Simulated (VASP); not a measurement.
# Sc (P6_3/mmc) in VASP: further runs

Runs on Sc. Level: PBEsol. Tasks: single point, relaxation of cell and atoms.

All numbers are computed with VASP 6.6.1; they aren't measurements. Logs are shortened: lines on timing, memory, paths and dates and some standing lists are left out, and cuts for length are marked.

## Step 1: The cell of the first run

The structure is hexagonal, space group P6_3/mmc (No. 194). The conventional cell has a = 3.277 Å, b = 3.277 Å, c = 5.074 Å, α = 90.00°, β = 90.00°, γ = 120.00°. Sc (site symmetry -6m2) has 12 Sc at 3.16 to 3.28 Å within 4.2 Å.

## Step 2: Single point, PBEsol

Contents of INCAR:

```
PREC = Accurate
ENCUT = 520
EDIFF = 1E-6
ISMEAR = 0
SIGMA = 0.1
LREAL = F
LASPH = T
NELM = 60
ALGO = Normal
ISIF = 2
LWAVE = F
LCHARG = T
GGA = PS
LELF = T
LVHAR = T
NBANDS = 18
```

Contents of KPOINTS:

```
regular mesh
0
Gamma
  7 7 4
```

Contents of POSCAR:

```
Sc
1.0
    3.2768725471      0.0000000000      0.0000000000
   -1.6384362736      2.8378548708      0.0000000000
    0.0000000000      0.0000000000      5.0739048936
Sc
2
Direct
    0.3333333333      0.6666666667      0.2500000000
    0.6666666667      0.3333333333      0.7500000000
```

Potentials or basis: VASP PAW PBE potentials, release 64 (Sc_sv).

Launch:

```bash
> cat potpaw_PBE.64/Sc_sv/POTCAR > POTCAR
> mpirun -np 1 vasp_std > vasp.out
```

OUTCAR:

```text
PREC = Accurate
   ENCUT = 520
   EDIFF = 1E-6
   ISMEAR = 0
   LREAL = F
   LASPH = T
   NELM = 60
   ISIF = 2
   GGA = PS

 ion  position               nearest neighbor table
   1  0.333  0.667  0.250-   2 3.16   2 3.16   2 3.16   2 3.16   2 3.16   2 3.16
   2  0.667  0.333  0.750-   1 3.16   1 3.16   1 3.16   1 3.16   1 3.16   1 3.16

  LATTYP: Found a hexagonal cell.
 ALAT       =     3.2768725471
 C/A-ratio  =     1.5483986089

  Lattice vectors:

 A1 = (   3.2768725471,   0.0000000000,   0.0000000000)
 A2 = (  -1.6384362736,   2.8378548708,   0.0000000000)
 A3 = (   0.0000000000,   0.0000000000,   5.0739048936)

Analysis of symmetry for initial positions (statically):
=====================================================================
 Subroutine PRICEL returns:
 Original cell was already a primitive cell.

 Routine SETGRP: Setting up the symmetry group for a
 hexagonal supercell.

 Subroutine GETGRP returns: Found 24 space group operations
 (whereof 12 operations were pure point group operations)
 out of a pool of 24 trial point group operations.

The static configuration has the point symmetry D_3d.
 The point group associated with its full space group is D_6h.

Analysis of symmetry for dynamics (positions and initial velocities):
=====================================================================
 Subroutine PRICEL returns:
 Original cell was already a primitive cell.

 Routine SETGRP: Setting up the symmetry group for a
 hexagonal supercell.

 Subroutine GETGRP returns: Found 24 space group operations
 (whereof 12 operations were pure point group operations)
 out of a pool of 24 trial point group operations.

The dynamic configuration has the point symmetry D_3d.
 The point group associated with its full space group is D_6h.

 Subroutine INISYM returns: Found 24 space group operations
 (whereof 12 operations are pure point group operations),
 and found     1 'primitive' translations

----------------------------------------------------------------------------------------

                                     Primitive cell

  volume of cell :      47.1837

  direct lattice vectors                    reciprocal lattice vectors
     3.276872547  0.000000000  0.000000000     0.305169025  0.176189419  0.000000000
    -1.638436274  2.837854871  0.000000000     0.000000000  0.352378837  0.000000000
     0.000000000  0.000000000  5.073904894     0.000000000  0.000000000  0.197086863

  length of vectors
     3.276872547  3.276872547  5.073904894     0.352378837  0.352378837  0.197086863

  position of ions in fractional coordinates (direct lattice)
     0.333333333  0.666666667  0.250000000
     0.666666667  0.333333333  0.750000000

  ion indices of the primitive-cell ions
   primitive index   ion index
                 1           1
                 2           2

----------------------------------------------------------------------------------------

 KPOINTS: regular mesh

Automatic generation of k-mesh.
 Grid dimensions read from file:
 generate k-points for:    7    7    4

 Generating k-lattice:

  Cartesian coordinates                     Fractional coordinates (reciprocal lattice)
     0.043595575  0.025169917  0.000000000     0.142857143  0.000000000  0.000000000
     0.000000000  0.050339834  0.000000000     0.000000000  0.142857143  0.000000000
     0.000000000  0.000000000  0.049271716     0.000000000  0.000000000  0.250000000

  Length of vectors
     0.050339834  0.050339834  0.049271716

  Shift w.r.t. Gamma in fractional coordinates (k-lattice)
     0.000000000  0.000000000  0.000000000

 Subroutine IBZKPT returns following result:
 ===========================================

 Found     24 irreducible k-points:

 Following reciprocal coordinates:
            Coordinates               Weight
  0.000000  0.000000  0.000000      1.000000
  0.142857  0.000000  0.000000      6.000000
  0.285714 -0.000000  0.000000      6.000000
  0.428571  0.000000  0.000000      6.000000
  0.142857  0.142857  0.000000      6.000000
  0.285714  0.142857  0.000000     12.000000
[... 16 lines left out ...]
  0.428571  0.142857  0.500000      6.000000
  0.285714  0.285714  0.500000      6.000000
   k-points           NKPTS =     24   k-points in BZ     NKDIM =     24   number of bands    NBANDS=     18
   number of dos      NEDOS =    301   number of ions     NIONS =      2
   total plane-waves  NPLWV =  23040
   dimension x,y,z NGX =    24 NGY =   24 NGZ =   40
   dimension x,y,z NGXF=    48 NGYF=   48 NGZF=   80
   ions per type =               2
   NGX,Y,Z   is equivalent  to a cutoff of  12.18, 12.18, 13.11 a.u.
   NGXF,Y,Z  is equivalent  to a cutoff of  24.35, 24.35, 26.21 a.u.
 SYSTEM =  unknown system
   PREC   = accura    normal or accurate (medium, high low for compatibility)
   ISTART =      0    job   : 0-new  1-cont  2-samecut
   ICHARG =      2    charge: 1-file 2-atom 10-const
   ISPIN  =      1    spin polarized calculation?
   LNONCOLLINEAR =      F non collinear calculations
   LSORBIT =      F    spin-orbit coupling
   LASPH  =      T    aspherical Exc in radial PAW
   ENCUT  =  520.0 eV  38.22 Ry    6.18 a.u.   6.09  6.09  9.43*2*pi/ulx,y,z
   NELM   =     60;   NELMIN=  2; NELMDL= -5     # of ELM steps
   EDIFF  = 0.1E-05   stopping-criterion for ELM
   LREAL  =      F    real-space projection
   EDIFFG = 0.1E-04   stopping-criterion for IOM
   NSW    =      0    number of steps for IOM
   IBRION =     -1    ionic relax: 0-MD 1-quasi-New 2-CG
   NFREE  =      0    steps in history (QN), initial steepest desc. (CG)
   ISIF   =      2    stress and relaxation
   ISYM   =      2    0-nonsym 1-usesym 2-fastsym
   POTIM  = 0.5000    time-step for ionic-motion
   TEBEG  =    0.0;   TEEND  =   0.0 temperature during run
   PSTRESS=    0.0 pullay stress
   NELECT =      22.0000    total number of electrons
   NUPDOWN=      -1.0000    fix difference up-down
   EMIN   =  10.00;   EMAX   =-10.00  energy-range for DOS
   EFERMI =   0.00;   METHOD = LEGACY
   ISMEAR =     0;   SIGMA  =   0.10  broadening in eV -4-tet -1-fermi 0-gaus
   EFERMI_NEDOS =   21; number of points for ismear=-14 and -15
   IALGO  =     38    algorithm
   IMIX   =      4    mixing-type and parameters
     AMIX     =   0.40;   BMIX     =  1.00
     AMIX_MAG =   1.60;   BMIX_MAG =  1.00
  volume/ion in A,a.u.               =      23.59       159.21
  Fermi-wavevector in a.u.,A,eV,Ry     =   1.269458  2.398928 21.926114  1.611524
  Thomas-Fermi vector in A             =   2.402498
   LORBIT       =      0    0 simple, 1 ext, 2 COOP (PROOUT), +10 PAW based schemes
   GGA     = PS    functional components
   LHFCALC =     F    Hartree Fock is set to
   AEXX    =    0.0000 exact exchange contribution
   IVDW    =     0    specifies the selected vdW correction
   LEPSILON=     F    determine dielectric tensor
   LRPA    =     F    only Hartree local field effects (RPA)
 non-spin polarized calculation
 Gauss-broadening in eV      SIGMA  =   0.10
  energy-cutoff  :      520.00
  volume of cell :       47.18
 maximum number of plane-waves:      1290
   NGX = 13   NGY = 13   NGZ = 19

 number of electron      22.0000009 magnetization

 Free energy of the ion-electron system (eV)
  ---------------------------------------------------
  ext. energy  EPLUGINS =         0.00000000
  ---------------------------------------------------
  free energy    TOTEN  =       -13.23426094 eV

  energy without entropy =      -13.21986543  energy(sigma->0) =      -13.22706319

 E-fermi :   3.8176     XC(G=0): -10.1700

 val. band max:        3.7567183382   @ k =   0.4286   0.0000   0.2500
 cond. band min:       3.8542442497   @ k =   0.2857   0.1429   0.2500
 fundamental gap:      0.0975259114
 Fermi energy:         3.8176237543

 k-point     1 :       0.0000    0.0000    0.0000
  band No.  band energies     occupation
      1     -45.2630      2.00000
      2     -45.1735      2.00000
      3     -24.2214      2.00000
      4     -23.8289      2.00000
      5     -23.8289      2.00000
      6     -23.7489      2.00000
[... 10 lines left out ...]
     17       6.2132      0.00000
     18       6.2132      0.00000

 k-point     2 :       0.1429    0.0000    0.0000
  band No.  band energies     occupation
      1     -45.2517      2.00000
      2     -45.1702      2.00000
      3     -24.1906      2.00000
      4     -23.8851      2.00000
      5     -23.8483      2.00000
      6     -23.8076      2.00000
[... 10 lines left out ...]
     17       6.1929      0.00000
     18       6.2426      0.00000

 k-point     3 :       0.2857   -0.0000    0.0000
  band No.  band energies     occupation
      1     -45.2246      2.00000
      2     -45.1644      2.00000
      3     -24.1110      2.00000
      4     -24.0137      2.00000
      5     -23.9330      2.00000
      6     -23.8895      2.00000
[... 10 lines left out ...]
     17       6.8781      0.00000
     18       6.9927      0.00000

 k-point     4 :       0.4286    0.0000    0.0000
  band No.  band energies     occupation
      1     -45.1987      2.00000
      2     -45.1639      2.00000
      3     -24.1184      2.00000
      4     -24.0282      2.00000
      5     -24.0226      2.00000
      6     -23.9208      2.00000
[... 10 lines left out ...]
     17       7.7989      0.00000
     18       7.9673      0.00000

 k-point     5 :       0.1429    0.1429    0.0000
  band No.  band energies     occupation
      1     -45.2325      2.00000
      2     -45.1656      2.00000
      3     -24.1351      2.00000
      4     -23.9547      2.00000
      5     -23.9351      2.00000
      6     -23.8513      2.00000
[... 10 lines left out ...]
     17       6.4665      0.00000
     18       6.9220      0.00000

 k-point     6 :       0.2857    0.1429    0.0000
  band No.  band energies     occupation
      1     -45.2052      2.00000
      2     -45.1633      2.00000
      3     -24.0648      2.00000
      4     -24.0468      2.00000
      5     -24.0065      2.00000
      6     -23.9164      2.00000
[... 10 lines left out ...]
     17       7.4408      0.00000
     18       7.8688      0.00000

 k-point     7 :       0.4286    0.1429    0.0000
  band No.  band energies     occupation
      1     -45.1893      2.00000
      2     -45.1659      2.00000
      3     -24.1173      2.00000
      4     -24.0265      2.00000
      5     -23.9860      2.00000
      6     -23.9540      2.00000
[... 10 lines left out ...]
     17       7.8048      0.00000
     18       8.0068      0.00000

 k-point     8 :       0.2857    0.2857    0.0000
  band No.  band energies     occupation
      1     -45.1842      2.00000
      2     -45.1678      2.00000
      3     -24.0827      2.00000
      4     -24.0210      2.00000
      5     -23.9698      2.00000
      6     -23.9642      2.00000
[... 10 lines left out ...]
     17       7.8276      0.00000
     18       7.9157      0.00000
[... 229 lines left out ...]
     17       7.4009      0.00000
     18       7.4011      0.00000

 k-point    20 :       0.4286    0.0000    0.5000
  band No.  band energies     occupation
      1     -45.1813      2.00000
      2     -45.1813      2.00000
      3     -24.1629      2.00000
      4     -24.1629      2.00000
      5     -23.8558      2.00000
      6     -23.8558      2.00000
[... 10 lines left out ...]
     17       7.7923      0.00000
     18       7.7992      0.00000

 k-point    21 :       0.1429    0.1429    0.5000
  band No.  band energies     occupation
      1     -45.1992      2.00000
      2     -45.1992      2.00000
      3     -24.0447      2.00000
      4     -24.0447      2.00000
      5     -23.8489      2.00000
      6     -23.8489      2.00000
[... 10 lines left out ...]
     17       7.3475      0.00000
     18       7.3478      0.00000

 k-point    22 :       0.2857    0.1429    0.5000
  band No.  band energies     occupation
      1     -45.1842      2.00000
      2     -45.1842      2.00000
      3     -24.1221      2.00000
      4     -24.1221      2.00000
      5     -23.8962      2.00000
      6     -23.8962      2.00000
[... 10 lines left out ...]
     17       7.7932      0.00000
     18       7.9053      0.00000

 k-point    23 :       0.4286    0.1429    0.5000
  band No.  band energies     occupation
      1     -45.1776      2.00000
      2     -45.1776      2.00000
      3     -24.1582      2.00000
      4     -24.1582      2.00000
      5     -23.9174      2.00000
      6     -23.9174      2.00000
[... 10 lines left out ...]
     17       7.7584      0.00000
     18       7.7586      0.00000

 k-point    24 :       0.2857    0.2857    0.5000
  band No.  band energies     occupation
      1     -45.1759      2.00000
      2     -45.1759      2.00000
      3     -24.1272      2.00000
      4     -24.1272      2.00000
      5     -23.9735      2.00000
      6     -23.9735      2.00000
[... 10 lines left out ...]
     17       7.7114      0.00000
     18       7.7114      0.00000

------------------------ aborting loop because EDIFF is reached ----------------------------------------

  FORCE on cell =-STRESS in cart. coord.  units (eV):
  Direction    XX          YY          ZZ          XY          YZ          ZX
  --------------------------------------------------------------------------------------
  -------------------------------------------------------------------------------------
  Total       -0.0001891     -0.0001891     -0.0001214      0.0000000      0.0000000     -0.0000000
  in kB       -0.0064205     -0.0064205     -0.0041231      0.0000000      0.0000000     -0.0000000
  external PRESSURE =      -0.0056547 kB  Pullay stress =       0.0000000 kB

 VOLUME and BASIS-vectors are now :
 -----------------------------------------------------------------------------
  energy-cutoff  :      520.00
  volume of cell :       47.18
      direct lattice vectors                 reciprocal lattice vectors
     3.276872547  0.000000000  0.000000000     0.305169025  0.176189419  0.000000000
    -1.638436274  2.837854871  0.000000000     0.000000000  0.352378837  0.000000000
     0.000000000  0.000000000  5.073904894     0.000000000  0.000000000  0.197086863

 POSITION                                       TOTAL-FORCE (eV/Angst)
 -----------------------------------------------------------------------------------
     -0.00000      1.89190      1.26848         0.000000      0.000000      0.000000
      1.63844      0.94595      3.80543        -0.000000      0.000000      0.000000
 -----------------------------------------------------------------------------------
    total drift:                                0.000000     -0.000000      0.000000

  FREE ENERGIE OF THE ION-ELECTRON SYSTEM (eV)
  ---------------------------------------------------
  free  energy   TOTEN  =       -13.2342609449 eV

  energy  without entropy=      -13.2198654254  energy(sigma->0) =      -13.22706319
```

Run time: 30 s. Hardware: 1 thread of AMD EPYC 7R13, shared host; peak memory 0.13 GiB.

What came out:

| Item | Value |
| --- | --- |
| Free energy | -13.2343 eV |
| Pressure | 0.0 GPa |
| Band gap on the k mesh | zero (bands 11 and 12 overlap by 1.53 eV) |

Caveat: the PAW data sets were made with another functional, which shifts forces and pressure a little.

## Step 3: Relaxation of cell and atoms, PBEsol

This run uses another cell than the first one, of 25.00 Å³/atom.

Contents of INCAR:

```
PREC = Accurate ; ENCUT = 600
EDIFF = 1E-6 ; ISMEAR = 0
SIGMA = 0.1 ; LREAL = False
LASPH = True ; NELM = 100
ALGO = Normal ; ISIF = 3
LWAVE = False ; LCHARG = False
GGA = PS ; IBRION = 2
NSW = 80 ; EDIFFG = -0.02
```

KPOINTS is that of step 2.

Contents of POSCAR:

```
Sc
1.0
    3.3090000000      0.0000000000      0.0000000000
   -1.6545000000      2.8656780000      0.0000000000
    0.0000000000      0.0000000000      5.2733000000
Sc
2
Direct
    0.3333333333      0.6666666667      0.2500000000
    0.6666666667      0.3333333333      0.7500000000
```

Potentials or basis: VASP PAW PBE potentials, release 64 (Sc_sv).

Launch:

```bash
> cat potpaw_PBE.64/Sc_sv/POTCAR > POTCAR
> mpirun -np 1 vasp_std > vasp.out
```

OUTCAR:

```text
PREC = Accurate
   ENCUT = 600
   EDIFF = 1E-6
   ISMEAR = 0
   LREAL = False
   LASPH = True
   NELM = 100
   ISIF = 3
   GGA = PS
   IBRION = 2
   NSW = 80
   EDIFFG = -0.02

 ion  position               nearest neighbor table
   1  0.333  0.667  0.250-   2 3.26   2 3.26   2 3.26   2 3.26   2 3.26   2 3.26
   2  0.667  0.333  0.750-   1 3.26   1 3.26   1 3.26   1 3.26   1 3.26   1 3.26

  LATTYP: Found a hexagonal cell.
 ALAT       =     3.3090000000
 C/A-ratio  =     1.5936234512

  Lattice vectors:

 A1 = (   3.3090000000,   0.0000000000,   0.0000000000)
 A2 = (  -1.6545000000,   2.8656780000,   0.0000000000)
 A3 = (   0.0000000000,   0.0000000000,   5.2733000000)

Analysis of symmetry for initial positions (statically):
=====================================================================
 Subroutine PRICEL returns:
 Original cell was already a primitive cell.

[... 193 lines left out ...]
     11       3.9260      0.00000
     12       5.0853      0.00000
     13       5.0853      0.00000
     14       5.2011      0.00000
[... 556 lines left out ...]
--------------------------------------- Ionic step        5  -------------------------------------------

 number of electron      21.9999999 magnetization

 Free energy of the ion-electron system (eV)
  ---------------------------------------------------
  ext. energy  EPLUGINS =         0.00000000
  ---------------------------------------------------
  free energy    TOTEN  =       -13.23546770 eV

  energy without entropy =      -13.22103163  energy(sigma->0) =      -13.22824967

 E-fermi :   3.8097     XC(G=0): -10.1645

 val. band max:        3.7484948163   @ k =   0.4286  -0.0000   0.2500
 cond. band min:       3.8461365899   @ k =   0.2857   0.1429   0.2500
 fundamental gap:      0.0976417736
 Fermi energy:         3.8097044000

 k-point     1 :       0.0000    0.0000    0.0000
  band No.  band energies     occupation
      1     -45.2736      2.00000
      2     -45.1846      2.00000
      3     -24.2313      2.00000
      4     -23.8406      2.00000
      5     -23.8406      2.00000
      6     -23.7610      2.00000
      7     -23.7610      2.00000
      8     -23.7147      2.00000
      9      -1.3901      2.00000
     10       2.1274      2.00000
     11       4.5939      0.00000
     12       5.4493      0.00000
     13       5.4493      0.00000
     14       5.7742      0.00000
[... 442 lines left out ...]
  FREE ENERGIE OF THE ION-ELECTRON SYSTEM (eV)
  ---------------------------------------------------
  free  energy   TOTEN  =       -13.2354677041 eV

  energy  without entropy=      -13.2210316336  energy(sigma->0) =      -13.22824967

 reached required accuracy - stopping structural energy minimisation
```

Run time: 1.8 min. Hardware: 1 thread of AMD EPYC 7R13, shared host; peak memory 0.16 GiB.

Results:

```
Free energy                           : -13.2355 eV
Relaxed volume                        : 23.62 Å³/atom
Relaxed cell                          : a = 3.278 Å, b = 3.278 Å, c = 5.076 Å, α = 90.00°, β = 90.00°, γ = 120.00°
Space group after relaxing (to 0.1 Å) : P6_3/mmc (No. 194)
Energy gained by relaxing             : 17.0 meV/atom
Ionic steps                           : 5
Pressure after relaxing               : 0.0 GPa
Band gap on the k mesh                : zero (bands 11 and 12 overlap by 1.53 eV)
```

The path:
```
step  energy change (eV)  largest force (eV/Å)  pressure (GPa)  volume (Å³)
   1              0.0000                0.0000           -2.99        50.00
   2             -0.0320                0.0000            0.69        46.70
   3             -0.0326                0.0000            0.22        47.08
   4             -0.0339                0.0000            0.07        47.20
   5             -0.0340                0.0000            0.00        47.24
```

Final structure:
```
Sc
1.0
     3.27839    0.00000    0.00000
    -1.63920    2.83917    0.00000
     0.00000    0.00000    5.07573
Sc
2
Direct
  0.33333 0.66667 0.25000
  0.66667 0.33333 0.75000
```

Caveat: the PAW data sets were made with another functional, which shifts forces and pressure a little.

The gap in the log of VASP goes by the Fermi energy; the results here count the filled bands.